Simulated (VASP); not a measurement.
Set up this calculation in VASP 6.6.1, as the native input.

```yaml
Task: single point
Functional: PBEsol
Potentials_or_basis: VASP PAW PBE potentials, release 64 (Hf_pv)
Cutoff: 520 eV
k_mesh: 18 × 18 × 18
Occupations: gaussian, width 0.15 eV
Spin: no spin polarisation
Dipole_correction: no
Further_INCAR_settings: ALGO = Normal; EDIFF = 1e-06; NBANDS = 11
```

The structure of Hf lies in POSCAR:

```
Hf
1.0
   -1.8050000000      1.8050000000      1.8320750000
    1.8050000000     -1.8050000000      1.8320750000
    1.8050000000      1.8050000000     -1.8320750000
Hf
1
Direct
    0.0000000000      0.0000000000      0.0000000000
```

This cell differs from its parent crystal: strain +0.000 along x and y, +0.015 along z.

One way to write it, as run:

INCAR

```
  PREC = Accurate
  ENCUT = 520
  EDIFF = 1E-6
  ISMEAR = 0
  SIGMA = 0.15
  LREAL = False
  LASPH = True
  NELM = 100
  ALGO = Normal
  ISIF = 2
  LWAVE = False
  LCHARG = False
  GGA = PS
  NBANDS = 11
```

KPOINTS

```
regular mesh
0
Gamma
  18 18 18
```

Potentials or basis: VASP PAW PBE potentials, release 64 (Hf_pv).

Launch:

```bash
$ cat potpaw_PBE.64/Hf_pv/POTCAR > POTCAR
$ mpirun -np 1 vasp_std > vasp.out
```

Results of the run:

- Pressure: -10.4 GPa
- Band gap on the k mesh: zero (band 5 reaches 5.40 eV, above the bottom of band 6 at 3.31 eV)

Caveat: the cell differs from its parent crystal (strain +0.000 along x and y, +0.015 along z); the PAW data sets were made with another functional, which shifts forces and pressure a little; spin-orbit coupling is left out, which moves the levels of the heavy elements.

Wall time 52 s on 1 thread of Intel(R) Xeon(R) Platinum 8488C (Sapphire Rapids) (shared host), peak memory 0.24 GiB.
